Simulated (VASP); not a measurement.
# BaAs (F-43m) in VASP: settings compared

BaAs is run at these levels: PBE, PBE+D4; tasks: single point.

All numbers are computed with VASP 6.6.1; they aren't measurements. Logs are shortened: lines on timing, memory, paths and dates and some standing lists are left out, and cuts for length are marked.

**1. The cell of the first run**

Symmetry: F-43m, No. 216, cubic system. The conventional cell has a = 6.889 Å, b = 6.889 Å, c = 6.889 Å, α = 90.00°, β = 90.00°, γ = 90.00°. Within 3.9 Å of Ba (site symmetry -43m) lie 4 As at 2.98 Å. As (site symmetry -43m) has 4 Ba at 2.98 Å within 3.9 Å.

**2. Single point, PBE**

INCAR reads:

```
PREC = Accurate
ENCUT = 500
EDIFF = 1E-6
ISMEAR = 1
SIGMA = 0.0317
LREAL = F
LASPH = T
NELM = 120
ALGO = Normal
ISIF = 2
LWAVE = F
LCHARG = F
GGA = PE
NBANDS = 14
GGA_COMPAT = F
```

KPOINTS reads:

```
Automatic mesh
0
Gamma
  5 5 5
```

POSCAR reads:

```
BaAs
1.0
    0.0000000000      3.4447270000      3.4447270000
    3.4447270000      0.0000000000      3.4447270000
    3.4447270000      3.4447270000      0.0000000000
Ba As
1 1
Direct
    0.0000000000      0.0000000000      0.0000000000
    0.2500000000      0.2500000000      0.2500000000
```

Potentials or basis: VASP PAW PBE potentials, release 64 (Ba_sv, As).

The run is started by

```console
cat potpaw_PBE.64/Ba_sv/POTCAR potpaw_PBE.64/As/POTCAR > POTCAR
mpirun -np 1 vasp_std > vasp.out
```

OUTCAR:

```text
PREC = Accurate
   ENCUT = 500
   EDIFF = 1E-6
   ISMEAR = 1
   LREAL = F
   LASPH = T
   NELM = 120
   ISIF = 2
   GGA = PE

 ion  position               nearest neighbor table
   1  0.000  0.000  0.000-   2 2.98   2 2.98   2 2.98   2 2.98
   2  0.250  0.250  0.250-   1 2.98   1 2.98   1 2.98   1 2.98

  LATTYP: Found a face centered cubic cell.
 ALAT       =     6.8894540000

  Lattice vectors:

 A1 = (   0.0000000000,   3.4447270000,   3.4447270000)
 A2 = (   3.4447270000,   0.0000000000,   3.4447270000)
 A3 = (   3.4447270000,   3.4447270000,   0.0000000000)

Analysis of symmetry for initial positions (statically):
=====================================================================
 Subroutine PRICEL returns:
 Original cell was already a primitive cell.

 Routine SETGRP: Setting up the symmetry group for a
 face centered cubic supercell.

 Subroutine GETGRP returns: Found 24 space group operations
 (whereof 24 operations were pure point group operations)
 out of a pool of 48 trial point group operations.

The static configuration has the point symmetry T_d .

Analysis of symmetry for dynamics (positions and initial velocities):
=====================================================================
 Subroutine PRICEL returns:
 Original cell was already a primitive cell.

 Routine SETGRP: Setting up the symmetry group for a
 face centered cubic supercell.

 Subroutine GETGRP returns: Found 24 space group operations
 (whereof 24 operations were pure point group operations)
 out of a pool of 48 trial point group operations.

The dynamic configuration has the point symmetry T_d .

 Subroutine INISYM returns: Found 24 space group operations
 (whereof 24 operations are pure point group operations),
 and found     1 'primitive' translations

----------------------------------------------------------------------------------------

                                     Primitive cell

  volume of cell :      81.7513

  direct lattice vectors                    reciprocal lattice vectors
     0.000000000  3.444727000  3.444727000    -0.145149383  0.145149383  0.145149383
     3.444727000  0.000000000  3.444727000     0.145149383 -0.145149383  0.145149383
     3.444727000  3.444727000  0.000000000     0.145149383  0.145149383 -0.145149383

  length of vectors
     4.871579642  4.871579642  4.871579642     0.251406107  0.251406107  0.251406107

  position of ions in fractional coordinates (direct lattice)
     0.000000000  0.000000000  0.000000000
     0.250000000  0.250000000  0.250000000

  ion indices of the primitive-cell ions
   primitive index   ion index
                 1           1
                 2           2

----------------------------------------------------------------------------------------

 KPOINTS: Automatic mesh

Automatic generation of k-mesh.
 Grid dimensions read from file:
 generate k-points for:    5    5    5

 Generating k-lattice:

  Cartesian coordinates                     Fractional coordinates (reciprocal lattice)
    -0.029029877  0.029029877  0.029029877     0.200000000  0.000000000  0.000000000
     0.029029877 -0.029029877  0.029029877     0.000000000  0.200000000  0.000000000
     0.029029877  0.029029877 -0.029029877     0.000000000  0.000000000  0.200000000

  Length of vectors
     0.050281221  0.050281221  0.050281221

  Shift w.r.t. Gamma in fractional coordinates (k-lattice)
     0.000000000  0.000000000  0.000000000

 Subroutine IBZKPT returns following result:
 ===========================================

 Found     10 irreducible k-points:

 Following reciprocal coordinates:
            Coordinates               Weight
  0.000000  0.000000  0.000000      1.000000
  0.200000  0.000000  0.000000      8.000000
  0.400000  0.000000  0.000000      8.000000
  0.200000  0.200000  0.000000      6.000000
  0.400000  0.200000  0.000000     24.000000
 -0.400000  0.200000  0.000000     24.000000
 -0.200000  0.200000  0.000000     12.000000
  0.400000  0.400000  0.000000      6.000000
 -0.400000  0.400000  0.000000     12.000000
 -0.400000  0.400000  0.200000     24.000000
   k-points           NKPTS =     10   k-points in BZ     NKDIM =     10   number of bands    NBANDS=     14
   number of dos      NEDOS =    301   number of ions     NIONS =      2
   total plane-waves  NPLWV =  46656
   dimension x,y,z NGX =    36 NGY =   36 NGZ =   36
   dimension x,y,z NGXF=    72 NGYF=   72 NGZF=   72
   ions per type =               1   1
   NGX,Y,Z   is equivalent  to a cutoff of  12.29, 12.29, 12.29 a.u.
   NGXF,Y,Z  is equivalent  to a cutoff of  24.57, 24.57, 24.57 a.u.
 SYSTEM =  unknown system
   PREC   = accura    normal or accurate (medium, high low for compatibility)
   ISTART =      0    job   : 0-new  1-cont  2-samecut
   ICHARG =      2    charge: 1-file 2-atom 10-const
   ISPIN  =      1    spin polarized calculation?
   LNONCOLLINEAR =      F non collinear calculations
   LSORBIT =      F    spin-orbit coupling
   LASPH  =      T    aspherical Exc in radial PAW
   ENCUT  =  500.0 eV  36.75 Ry    6.06 a.u.   8.88  8.88  8.88*2*pi/ulx,y,z
   NELM   =    120;   NELMIN=  2; NELMDL= -5     # of ELM steps
   EDIFF  = 0.1E-05   stopping-criterion for ELM
   LREAL  =      F    real-space projection
   EDIFFG = 0.1E-04   stopping-criterion for IOM
   NSW    =      0    number of steps for IOM
   IBRION =     -1    ionic relax: 0-MD 1-quasi-New 2-CG
   NFREE  =      0    steps in history (QN), initial steepest desc. (CG)
   ISIF   =      2    stress and relaxation
   ISYM   =      2    0-nonsym 1-usesym 2-fastsym
   POTIM  = 0.5000    time-step for ionic-motion
   TEBEG  =    0.0;   TEEND  =   0.0 temperature during run
   PSTRESS=    0.0 pullay stress
   NELECT =      15.0000    total number of electrons
   NUPDOWN=      -1.0000    fix difference up-down
   EMIN   =  10.00;   EMAX   =-10.00  energy-range for DOS
   EFERMI =   0.00;   METHOD = LEGACY
   ISMEAR =     1;   SIGMA  =   0.03  broadening in eV -4-tet -1-fermi 0-gaus
   EFERMI_NEDOS =   21; number of points for ismear=-14 and -15
   IALGO  =     38    algorithm
   IMIX   =      4    mixing-type and parameters
     AMIX     =   0.40;   BMIX     =  1.00
     AMIX_MAG =   1.60;   BMIX_MAG =  1.00
  volume/ion in A,a.u.               =      40.88       275.84
  Fermi-wavevector in a.u.,A,eV,Ry     =   0.930266  1.757948 11.774409  0.865395
  Thomas-Fermi vector in A             =   2.056636
   LORBIT       =      0    0 simple, 1 ext, 2 COOP (PROOUT), +10 PAW based schemes
   GGA     = PE    functional components
   LHFCALC =     F    Hartree Fock is set to
   AEXX    =    0.0000 exact exchange contribution
   IVDW    =     0    specifies the selected vdW correction
   LEPSILON=     F    determine dielectric tensor
   LRPA    =     F    only Hartree local field effects (RPA)
 non-spin polarized calculation
 Methfessel and Paxton  Order N= 1 SIGMA  =   0.03
  energy-cutoff  :      500.00
  volume of cell :       81.75
 maximum number of plane-waves:      2092
   NGX = 17   NGY = 17   NGZ = 17

 number of electron      14.9999998 magnetization

 Free energy of the ion-electron system (eV)
  ---------------------------------------------------
  ext. energy  EPLUGINS =         0.00000000
  ---------------------------------------------------
  free energy    TOTEN  =        -7.05454885 eV

  energy without entropy =       -7.05454591  energy(sigma->0) =       -7.05454787

 E-fermi :   0.6552     XC(G=0):  -7.8279

 val. band max:        0.6395478126   @ k =   0.4000   0.2000   0.0000
 cond. band min:       0.9469480762   @ k =  -0.4000   0.4000   0.0000
 fundamental gap:      0.3074002636
 Fermi energy:         0.6552493604

 k-point     1 :       0.0000    0.0000    0.0000
  band No.  band energies     occupation
      1     -25.7752      2.00000
      2     -11.0242      2.00000
      3     -11.0242      2.00000
      4     -11.0242      2.00000
      5      -8.2630      2.00000
      6       0.0495      2.00000
      7       0.0495      2.00000
      8       0.0495      2.00000
      9       3.2777      0.00000
     10       5.0497      0.00000
     11       5.0497      0.00000
     12       7.6730      0.00000
     13       7.6730      0.00000
     14       7.6730      0.00000

 k-point     2 :       0.2000    0.0000    0.0000
  band No.  band energies     occupation
      1     -25.7670      2.00000
      2     -11.2888      2.00000
      3     -11.0439      2.00000
      4     -11.0439      2.00000
      5      -7.9528      2.00000
      6      -0.1247      2.00000
      7       0.1972      2.00000
      8       0.1972      2.00000
      9       4.2688      0.00000
     10       4.8079      0.00000
     11       4.8079      0.00000
     12       7.2588      0.00000
     13       8.4154      0.00000
     14       8.4154      0.00000

 k-point     3 :       0.4000    0.0000    0.0000
  band No.  band energies     occupation
      1     -25.7538      2.00000
      2     -11.6304      2.00000
      3     -11.0754      2.00000
      4     -11.0754      2.00000
      5      -7.5648      2.00000
      6       0.0423      2.00000
      7       0.3987      2.00000
      8       0.3987      2.00000
      9       5.0030      0.00000
     10       5.1745      0.00000
     11       5.1745      0.00000
     12       6.0045      0.00000
     13       7.2404      0.00000
     14       7.2404      0.00000
[... 86 lines left out ...]
 k-point     9 :      -0.4000    0.4000    0.0000
  band No.  band energies     occupation
      1     -25.7439      2.00000
      2     -11.7209      2.00000
      3     -11.2134      2.00000
      4     -11.1468      2.00000
      5      -7.2519      2.00000
      6      -0.3872      2.00000
      7       0.9469     -0.00000
      8       1.0261     -0.00000
      9       3.2952      0.00000
     10       5.0567      0.00000
     11       5.5770      0.00000
     12       7.1874      0.00000
     13       7.2354      0.00000
     14       9.3296      0.00000

 k-point    10 :      -0.4000    0.4000    0.2000
  band No.  band energies     occupation
      1     -25.7456      2.00000
      2     -11.6831      2.00000
      3     -11.2139      2.00000
      4     -11.1427      2.00000
      5      -7.2907      2.00000
      6      -0.0900      2.00000
      7       0.4205      2.00000
      8       1.0403     -0.00000
      9       3.5114      0.00000
     10       4.6907      0.00000
     11       5.9396      0.00000
     12       7.0654      0.00000
     13       7.8180      0.00000
     14       8.3864      0.00000

------------------------ aborting loop because EDIFF is reached ----------------------------------------

  FORCE on cell =-STRESS in cart. coord.  units (eV):
  Direction    XX          YY          ZZ          XY          YZ          ZX
  --------------------------------------------------------------------------------------
  -------------------------------------------------------------------------------------
  Total        2.9433193      2.9433193      2.9433193     -0.0000000      0.0000000     -0.0000000
  in kB       57.6837574     57.6837574     57.6837574     -0.0000000      0.0000000     -0.0000000
  external PRESSURE =      57.6837574 kB  Pullay stress =       0.0000000 kB

 VOLUME and BASIS-vectors are now :
 -----------------------------------------------------------------------------
  energy-cutoff  :      500.00
  volume of cell :       81.75
      direct lattice vectors                 reciprocal lattice vectors
     0.000000000  3.444727000  3.444727000    -0.145149383  0.145149383  0.145149383
     3.444727000  0.000000000  3.444727000     0.145149383 -0.145149383  0.145149383
     3.444727000  3.444727000  0.000000000     0.145149383  0.145149383 -0.145149383

 POSITION                                       TOTAL-FORCE (eV/Angst)
 -----------------------------------------------------------------------------------
      0.00000      0.00000      0.00000        -0.000000     -0.000000      0.000000
      1.72236      1.72236      1.72236         0.000000      0.000000     -0.000000
 -----------------------------------------------------------------------------------
    total drift:                               -0.000000     -0.000000     -0.000000

  FREE ENERGIE OF THE ION-ELECTRON SYSTEM (eV)
  ---------------------------------------------------
  free  energy   TOTEN  =        -7.0545488465 eV

  energy  without entropy=       -7.0545459104  energy(sigma->0) =       -7.05454787
```

Run time: 5.9 s. Hardware: 1 thread of Intel Xeon 6975P-C (Granite Rapids), shared host; peak memory 0.2 GiB.

What came out:

```
Free energy : -7.0545 eV
Pressure    : 5.8 GPa
```

Caveat: spin-orbit coupling is left out, which moves the levels of the heavy elements.

**3. Single point, PBE+D4**

INCAR reads:

```
SYSTEM = BaAs
  PREC = Accurate
  ENCUT = 500
  EDIFF = 1E-6
  ISMEAR = 1
  SIGMA = 0.0317
  LREAL = .FALSE.
  LASPH = .TRUE.
  NELM = 120
  ALGO = Normal
  ISIF = 2
  LWAVE = .FALSE.
  LCHARG = .FALSE.
  GGA = PE
  IVDW = 13
  NBANDS = 14
  GGA_COMPAT = .FALSE.
```

KPOINTS reads:

```
Automatic mesh
0
G
  5 5 5
  0 0 0
```

POSCAR is that of step 2.

Potentials or basis: VASP PAW PBE potentials, release 64 (Ba_sv, As).

The run is started by

```console
cat potpaw_PBE.64/Ba_sv/POTCAR potpaw_PBE.64/As/POTCAR > POTCAR
mpirun -np 1 vasp_std > vasp.out
```

Wall time 5.9 s (1 thread of Intel Xeon 6975P-C (Granite Rapids), shared host); peak memory 0.2 GiB.

Results (log left out):

| Item | Value |
| --- | --- |
| Free energy | -7.5280 eV |
| Pressure | 4.7 GPa |
| Dispersion energy per atom | -0.237 eV |

Levels at points of the mesh, in eV from the Fermi level:
| k point | band 5 | band 6 | band 7 | band 8 | band 9 | band 10 | band 11 | band 12 |
| --- | --- | --- | --- | --- | --- | --- | --- | --- |
| (0.00, 0.00, 0.00) | -8.92 | -0.61 | -0.61 | -0.61 | 2.62 | 4.39 | 4.39 | 7.02 |

Caveat: spin-orbit coupling is left out, which moves the levels of the heavy elements; pairwise dispersion overbinds metals, which lowers pressure and volume.
